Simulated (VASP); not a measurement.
# Si3F (Im-3m) in VASP: notebook, part 2 of 2

VASP 6.6.1. The steps go on from the part before.

### 3 Single point, PBE

This run uses another cell than the first one, of 16.42 Å³/atom, 1.094 times its volume.

Input file INCAR:

```
PREC = Accurate
ENCUT = 520
EDIFF = 1E-6
ISMEAR = 0
SIGMA = 0.1
LREAL = F
LASPH = T
NELM = 60
ALGO = Normal
ISIF = 2
LWAVE = F
LCHARG = F
GGA = PE
NBANDS = 18
```

Input file KPOINTS:

```
regular mesh
0
Gamma
  6 6 6
```

Input file POSCAR:

```
Si3F
1.0
   -2.5419240200      2.5419240200      2.5419240200
    2.5419240200     -2.5419240200      2.5419240200
    2.5419240200      2.5419240200     -2.5419240200
Si F
3 1
Direct
    0.0000000000      0.5000000000      0.5000000000
    0.5000000000      0.0000000000      0.5000000000
    0.5000000000      0.5000000000      0.0000000000
    0.0000000000      0.0000000000      0.0000000000
```

Potentials or basis: VASP PAW PBE potentials, release 64 (Si, F).

On the command line:

```bash
cat potpaw_PBE.64/Si/POTCAR potpaw_PBE.64/F/POTCAR > POTCAR
mpirun -np 1 vasp_std > vasp.out
```

OUTCAR:

```text
PREC = Accurate
   ENCUT = 520
   EDIFF = 1E-6
   ISMEAR = 0
   LREAL = F
   LASPH = T
   NELM = 60
   ISIF = 2
   GGA = PE

 ion  position               nearest neighbor table
   1  0.000  0.500  0.500-   2 2.54   3 2.54   3 2.54   2 2.54
   2  0.500  0.000  0.500-   1 2.54   3 2.54   3 2.54   1 2.54
   3  0.500  0.500  0.000-   1 2.54   2 2.54   2 2.54   1 2.54
   4  0.000  0.000  0.000-

  LATTYP: Found a body centered cubic cell.
 ALAT       =     5.0838480400

  Lattice vectors:

 A1 = (  -2.5419240200,   2.5419240200,   2.5419240200)
 A2 = (   2.5419240200,  -2.5419240200,   2.5419240200)
 A3 = (   2.5419240200,   2.5419240200,  -2.5419240200)

Analysis of symmetry for initial positions (statically):
=====================================================================
 Subroutine PRICEL returns:
 Original cell was already a primitive cell.

 Routine SETGRP: Setting up the symmetry group for a
 body centered cubic supercell.

[... 159 lines left out ...]

  energy without entropy =      -18.53170546  energy(sigma->0) =      -18.53563967

 E-fermi :   6.5031     XC(G=0): -10.0427

 val. band max:        6.1915421171   @ k =   0.3333   0.0000   0.0000
 cond. band min:       6.5065108019   @ k =   0.5000   0.0000   0.0000
 fundamental gap:      0.3149686848
 Fermi energy:         6.5030706843

 k-point     1 :       0.0000    0.0000    0.0000
  band No.  band energies     occupation
      1     -17.7026      2.00000
      2      -5.1105      2.00000
      3       0.2782      2.00000
      4       0.2782      2.00000
      5       0.2782      2.00000
      6       3.0197      2.00000
[... 313 lines left out ...]
      5      -0.7349      2.00000
      6      -0.7349      2.00000
[... 10 lines left out ...]
     17      16.0984      0.00000
     18      17.0684      0.00000

------------------------ aborting loop because EDIFF is reached ----------------------------------------

  FORCE on cell =-STRESS in cart. coord.  units (eV):
  Direction    XX          YY          ZZ          XY          YZ          ZX
  --------------------------------------------------------------------------------------
  -------------------------------------------------------------------------------------
  Total       -2.8581397     -2.8581397     -2.8581397      0.0000000      0.0000000     -0.0000000
  in kB      -69.7021778    -69.7021778    -69.7021778      0.0000000      0.0000000     -0.0000000
  external PRESSURE =     -69.7021778 kB  Pullay stress =       0.0000000 kB

 VOLUME and BASIS-vectors are now :
 -----------------------------------------------------------------------------
  energy-cutoff  :      520.00
  volume of cell :       65.70
      direct lattice vectors                 reciprocal lattice vectors
    -2.541924020  2.541924020  2.541924020     0.000000000  0.196701395  0.196701395
     2.541924020 -2.541924020  2.541924020     0.196701395  0.000000000  0.196701395
     2.541924020  2.541924020 -2.541924020     0.196701395  0.196701395  0.000000000

 POSITION                                       TOTAL-FORCE (eV/Angst)
 -----------------------------------------------------------------------------------
      2.54192      0.00000      0.00000        -0.000000     -0.000000     -0.000000
      0.00000      2.54192      0.00000         0.000000     -0.000000      0.000000
      0.00000      0.00000      2.54192         0.000000      0.000000     -0.000000
      0.00000      0.00000      0.00000         0.000000      0.000000     -0.000000
 -----------------------------------------------------------------------------------
    total drift:                                0.000000     -0.000000     -0.000000

  FREE ENERGIE OF THE ION-ELECTRON SYSTEM (eV)
  ---------------------------------------------------
  free  energy   TOTEN  =       -18.5395738727 eV

  energy  without entropy=      -18.5317054595  energy(sigma->0) =      -18.53563967
```

OSZICAR:

```text
N       E                     dE             d eps       ncg     rms          rms(c)
DAV:   1     0.464655836641E+02    0.46466E+02   -0.71623E+03   576   0.857E+02
DAV:   2    -0.162664922734E+02   -0.62732E+02   -0.58982E+02   766   0.155E+02
DAV:   3    -0.190888598582E+02   -0.28224E+01   -0.27939E+01   676   0.313E+01
DAV:   4    -0.191063888687E+02   -0.17529E-01   -0.17521E-01   730   0.290E+00
DAV:   5    -0.191065365629E+02   -0.14769E-03   -0.14769E-03   728   0.257E-01    0.604E+00
DAV:   6    -0.186435052452E+02    0.46303E+00   -0.20680E+00   634   0.133E+01    0.349E+00
DAV:   7    -0.185630644978E+02    0.80441E-01   -0.26769E-01   666   0.472E+00    0.167E+00
DAV:   8    -0.185395033161E+02    0.23561E-01   -0.56363E-02   626   0.151E+00    0.221E-01
DAV:   9    -0.185394554362E+02    0.47880E-04   -0.25646E-03   702   0.400E-01    0.129E-01
DAV:  10    -0.185395775140E+02   -0.12208E-03   -0.24391E-04   646   0.138E-01    0.233E-02
DAV:  11    -0.185395728959E+02    0.46180E-05   -0.14697E-05   740   0.340E-02    0.513E-03
DAV:  12    -0.185395738727E+02   -0.97681E-06   -0.48561E-06   624   0.160E-02
   1 F= -.18539574E+02 E0= -.18535640E+02  d E =-.786841E-02
```

stdout:

```text
POSCAR found type information on POSCAR SiF
 POSCAR found :  2 types and       4 ions
 scaLAPACK will be used
 LDA part: xc-table for (Slater+PW92), standard interpolation
 POSCAR, INCAR and KPOINTS ok, starting setup
 FFT: planning ... GRIDC
 FFT: planning ... GRID_SOFT
 FFT: planning ... GRID
 WAVECAR not read
 entering main loop
```

Wall time 15 s (1 thread of Intel Xeon Platinum 8488C (Sapphire Rapids), shared host); peak memory 0.19 GiB.

Results:

| Quantity | Value |
| --- | --- |
| Free energy | -18.5396 eV |
| Pressure | -7.0 GPa |

Caveat: an odd number of electrons without spin polarisation forces a metal; a magnetic or distorted state may lie lower.

### 4 Relaxation of cell and atoms, PBE

This run uses another cell than the first one, of 16.42 Å³/atom, 1.094 times its volume.

Input file INCAR:

```
SYSTEM = Si3F
PREC     = Accurate       ! precision mode
ENCUT    = 600            ! plane-wave cutoff, eV
EDIFF    = 1E-7           ! SCF threshold, eV
ISMEAR   = 0              ! smearing method
SIGMA    = 0.1            ! smearing width, eV
LREAL    = .FALSE.        ! projectors in reciprocal space
LASPH    = .TRUE.         ! aspherical terms in the spheres
NELM     = 80             ! most SCF steps
ALGO     = Normal         ! electronic algorithm
ISIF     = 3              ! what is computed and relaxed
LWAVE    = .FALSE.        ! write WAVECAR
LCHARG   = .FALSE.        ! write CHGCAR
GGA      = PE             ! functional
IBRION   = 2              ! ionic algorithm
NSW      = 90             ! ionic steps
EDIFFG   = -0.04          ! ionic threshold
```

Input file KPOINTS:

```
Automatic mesh
0
G
  6 6 6
  0 0 0
```

POSCAR is that of step 3.

On the command line:

```bash
cat potpaw_PBE.64/Si/POTCAR potpaw_PBE.64/F/POTCAR > POTCAR
mpirun -np 1 vasp_std > vasp.out
```

Run time: 48 s. Hardware: 1 thread of Intel Xeon Platinum 8488C (Sapphire Rapids), shared host; peak memory 0.2 GiB.

It converged, with:

```yaml
Free_energy: -18.6766 eV
Relaxed_volume: 14.98 Å³/atom
Relaxed_cell: a = 4.270 Å, b = 4.270 Å, c = 4.270 Å, α = 109.47°, β = 109.47°, γ = 109.47°
Space_group_after_relaxing_to_0.05_Å: Im-3m (No. 229)
Energy_gained_by_relaxing: 33.8 meV/atom
Ionic_steps: 3
Pressure_after_relaxing: 0.0 GPa
```

The path:
```csv
step,energy change (eV),largest force (eV/Å),pressure (GPa),volume (Å³)
1,0.0000,0.0000,-6.95,65.70
2,-0.1323,0.0000,1.26,59.16
3,-0.1354,0.0000,0.04,59.94
```

Final structure:
```cif
data_structure
_symmetry_space_group_name_H-M 'P 1'
_symmetry_Int_Tables_number 1
_cell_length_a 4.2701
_cell_length_b 4.2701
_cell_length_c 4.2701
_cell_angle_alpha 109.471
_cell_angle_beta 109.471
_cell_angle_gamma 109.471
_cell_volume 59.94
loop_
_atom_site_label
_atom_site_type_symbol
_atom_site_fract_x
_atom_site_fract_y
_atom_site_fract_z
_atom_site_occupancy
Si1 Si 0.00000 0.50000 0.50000 1
Si2 Si 0.50000 0.00000 0.50000 1
Si3 Si 0.50000 0.50000 0.00000 1
F1 F 0.00000 0.00000 0.00000 1
```

Levels at points of the mesh, in eV from the Fermi level:
```tsv
k point	band 7	band 8	band 9	band 10	band 11	band 12
(0.00, 0.00, 0.00)	-3.27	-3.27	-3.09	-3.09	2.25	2.25
(0.50, 0.00, 0.00)	-4.35	-4.30	-0.86	0.03	0.92	1.83
(0.50, 0.50, 0.50)	-3.78	-3.78	-3.78	-1.45	4.28	4.28
```

Caveat: an odd number of electrons without spin polarisation forces a metal; a magnetic or distorted state may lie lower.

### 5 Single point, PBE, collinear spin, ferromagnetic start

Input file INCAR:

```
SYSTEM = Si3F
PREC = Accurate
ENCUT = 520
EDIFF = 1E-7
ISMEAR = 0
SIGMA = 0.1
LREAL = .False.
LASPH = .True.
NELM = 150
ALGO = Normal
ISIF = 2
LWAVE = .False.
LCHARG = .False.
ISPIN = 2
MAGMOM = 0 0 0 1
LORBIT = 11
GGA = PE
NBANDS = 22
```

Input file KPOINTS:

```
Automatic mesh
0
Gamma
  6 6 6
  0 0 0
```

Input file POSCAR:

```
Si3F
1.0
   -2.4665542407      2.4665542407      2.4665542407
    2.4665542407     -2.4665542407      2.4665542407
    2.4665542407      2.4665542407     -2.4665542407
Si F
3 1
Direct
    0.0000000000      0.5000000000      0.5000000000
    0.5000000000      0.0000000000      0.5000000000
    0.5000000000      0.5000000000      0.0000000000
    0.0000000000      0.0000000000      0.0000000000
```

On the command line:

```bash
cat potpaw_PBE.64/Si/POTCAR potpaw_PBE.64/F/POTCAR > POTCAR
mpirun -np 1 vasp_std > vasp.out
```

It took 37 s on 1 thread of Intel Xeon Platinum 8488C (Sapphire Rapids), shared host; peak memory 0.2 GiB.

Results (log left out):

| Item | Value |
| --- | --- |
| Free energy | -18.6695 eV |
| Pressure | 0.0 GPa |
| Net moment | 0.00 μB per cell |
| Valence electrons inside the program's atomic spheres | Si 1.57; F 6.01 |

Levels at points of the mesh, in eV from the Fermi level:
Spin up:
```tsv
k point	band 5	band 6	band 7	band 8	band 9	band 10	band 11	band 12	band 13	band 14
(0.00, 0.00, 0.00)	-6.79	-3.27	-3.27	-3.27	-3.10	-3.10	2.25	2.25	2.25	2.75
(0.50, 0.00, 0.00)	-7.06	-5.30	-4.34	-4.29	-0.86	0.03	0.92	1.83	4.04	4.17
(0.50, 0.50, 0.50)	-7.90	-7.90	-3.77	-3.77	-3.77	-1.46	4.28	4.28	4.28	6.14
```
Spin down:
```
           k point  band 6  band 7  band 8  band 9  band 10  band 11  band 12  band 13
(0.00, 0.00, 0.00)   -3.27   -3.27   -3.27   -3.10    -3.10     2.25     2.25     2.25
(0.50, 0.00, 0.00)   -5.30   -4.34   -4.29   -0.86     0.03     0.92     1.83     4.04
(0.50, 0.50, 0.50)   -7.90   -3.77   -3.77   -3.77    -1.46     4.28     4.28     4.28
```

### 6 Single point, PBE, collinear spin, ferromagnetic start

This run uses another cell than the first one, of 16.42 Å³/atom, 1.094 times its volume.

Input file INCAR:

```
ALGO = Normal
EDIFF = 1E-7
ENCUT = 520
GGA = PE
ISIF = 2
ISMEAR = 0
ISPIN = 2
LASPH = True
LCHARG = False
LORBIT = 11
LREAL = False
LWAVE = False
MAGMOM = 0 0 0 1
NBANDS = 22
NELM = 150
PREC = Accurate
SIGMA = 0.1
```

Input file KPOINTS:

```
k-points
0
Gamma
  6 6 6
```

Input file POSCAR:

```
Si3F
1.0
   -2.5419240200      2.5419240200      2.5419240200
    2.5419240200     -2.5419240200      2.5419240200
    2.5419240200      2.5419240200     -2.5419240200
Si F
3 1
Direct
    0.0000000000      0.5000000000      0.5000000000
    0.5000000000      0.0000000000      0.5000000000
    0.5000000000      0.5000000000      0.0000000000
    0.0000000000      0.0000000000      0.0000000000
```

Potentials or basis: VASP PAW PBE potentials, release 64 (Si, F).

On the command line:

```bash
cat potpaw_PBE.64/Si/POTCAR potpaw_PBE.64/F/POTCAR > POTCAR
mpirun -np 1 vasp_std > vasp.out
```

Run time: 49 s. Hardware: 1 thread of Intel Xeon Platinum 8488C (Sapphire Rapids), shared host; peak memory 0.24 GiB.

The run converged. Its results:

| Property | Result |
| --- | --- |
| Free energy | -18.5396 eV |
| Pressure | -6.9 GPa |
| Net moment | 0.00 μB per cell |
| Valence electrons inside the program's atomic spheres | Si 1.53; F 6.00 |

Levels at points of the mesh, in eV from the Fermi level:
Spin up:
| k point | band 5 | band 6 | band 7 | band 8 | band 9 | band 10 | band 11 | band 12 | band 13 | band 14 |
| --- | --- | --- | --- | --- | --- | --- | --- | --- | --- | --- |
| (0.00, 0.00, 0.00) | -6.23 | -3.48 | -3.48 | -3.11 | -3.11 | -3.11 | 2.46 | 2.46 | 2.46 | 2.54 |
| (0.50, 0.00, 0.00) | -6.46 | -4.97 | -4.28 | -4.00 | -0.83 | 0.00 | 0.92 | 1.62 | 3.43 | 3.76 |
| (0.50, 0.50, 0.50) | -7.24 | -7.24 | -3.56 | -3.56 | -3.56 | -1.94 | 3.81 | 3.81 | 3.81 | 6.16 |
Spin down:
```csv
k point,band 6,band 7,band 8,band 9,band 10,band 11,band 12,band 13
"(0.00, 0.00, 0.00)",-3.48,-3.48,-3.11,-3.11,-3.11,2.46,2.46,2.46
"(0.50, 0.00, 0.00)",-4.97,-4.28,-4.00,-0.83,0.00,0.92,1.62,3.43
"(0.50, 0.50, 0.50)",-7.24,-3.56,-3.56,-3.56,-1.94,3.81,3.81,3.81
```

### 7 Summary

```csv
task,spin,cell,cutoff (eV),gap on the mesh (eV),pressure (GPa),moment (μB)
single point,off,"a = 4.272 Å, angles 109.5°, 4 atoms",520,none,-0.1,-
single point,off,"a = 4.403 Å, angles 109.5°, 4 atoms",520,none,-7.0,-
relaxation of cell and atoms,off,"relaxed from a = 4.403 Å, angles 109.5°, 4 atoms",600,none,0.0,-
single point,"collinear, ferromagnetic start","a = 4.272 Å, angles 109.5°, 4 atoms",520,none,0.0,0.00
single point,"collinear, ferromagnetic start","a = 4.403 Å, angles 109.5°, 4 atoms",520,none,-6.9,0.00
```

Alike in all rows: level PBE; potentials or basis VASP PAW PBE potentials, release 64 (Si, F); k mesh 6 × 6 × 6; smearing gaussian 0.1 eV.

Caveats: an odd number of electrons without spin polarisation forces a metal (some runs); a magnetic or distorted state may lie lower (some runs).

Total energies depend on the potentials used, so only differences within one code and one set of settings carry meaning.
